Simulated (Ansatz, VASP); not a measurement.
AlRu in VASP and in Ansatz

The input INCAR:

```
PREC = Accurate ; ENCUT = 520
EDIFF = 1E-6 ; ISMEAR = 0
SIGMA = 0.15 ; LREAL = F
LASPH = T ; NELM = 60
ALGO = Fast ; ISIF = 2
LWAVE = F ; LCHARG = T
GGA = PE ; LELF = T
LVHAR = T ; NBANDS = 25
```

File KPOINTS:

```
regular mesh
0
Gamma
  14 14 8
```

Contents of POSCAR:

```
AlRu
1.0
    3.0038895946      0.0000000000      0.0000000000
    0.0000000000      3.0038895946      0.0000000000
    0.0000000000      0.0000000000      6.0077791893
Al Ru
2 2
Direct
    0.0000000000      0.0000000000     -0.0074902886
    0.0000000000      0.0000000000      0.5074902886
    0.4946069922      0.5000000000      0.2500000000
    0.5053930078      0.5000000000      0.7500000000
```

Input for Ansatz:

```yaml
crystal:
  lattice:
    - [3.0038895946, 0.0, 0.0]
    - [0.0, 3.0038895946, 0.0]
    - [0.0, 0.0, 6.0077791893]
  atoms:
    - { symbol: Al, position: [0.0, 0.0, -0.0074902886] }
    - { symbol: Al, position: [0.0, 0.0, 0.5074902886] }
    - { symbol: Ru, position: [0.4946069922, 0.5, 0.25] }
    - { symbol: Ru, position: [0.5053930078, 0.5, 0.75] }
basis:
  ecutwfc: 420
kpoints:
  mp_grid: { grid: [14, 14, 8] }
hamiltonian:
  xc: pbe
  pseudopotentials: { kind: paw, azcp: { folder: soft_1 } }
scf:
  occupations: { method: gaussian, width: 0.15 }
output:
  forces: true
  stress: true
  eigenvalues: true
```

Change from the starting cell: mode 4 frozen in at -0.016 Å and mode 12 at -0.045 Å (largest displacements).

Alike in both runs: task single point; functional PBE; k mesh 14 × 14 × 8; occupations gaussian, width 0.15 eV; no spin polarisation.

|  | VASP | Ansatz |
| --- | --- | --- |
| version | VASP 6.6.1 | Ansatz 0.2.0 |
| potentials or method | VASP PAW PBE potentials, release 64 (Al, Ru_pv), cutoff 520 eV | scalar-relativistic, plane waves, PAW |
| valence electrons in the cell | 34 | 38 |

|  | VASP | Ansatz | Ansatz less VASP |
| --- | --- | --- | --- |
| gap on the k mesh at the Fermi level (eV) | none | none | - |
| pressure (GPa) | 0.3 | 0.3 | 0.00 |
| rms of the force components (eV/Å) | 0.207 | 0.207 | -0.0006 |

Atom by atom the forces differ by 0.001 eV/Å (rms over components). A gap of «none» marks a metal or a gap that the smearing closes. VASP's potentials hold 34 valence electrons a cell and Ansatz's 38, so a difference there can come from the potentials and not from the codes.
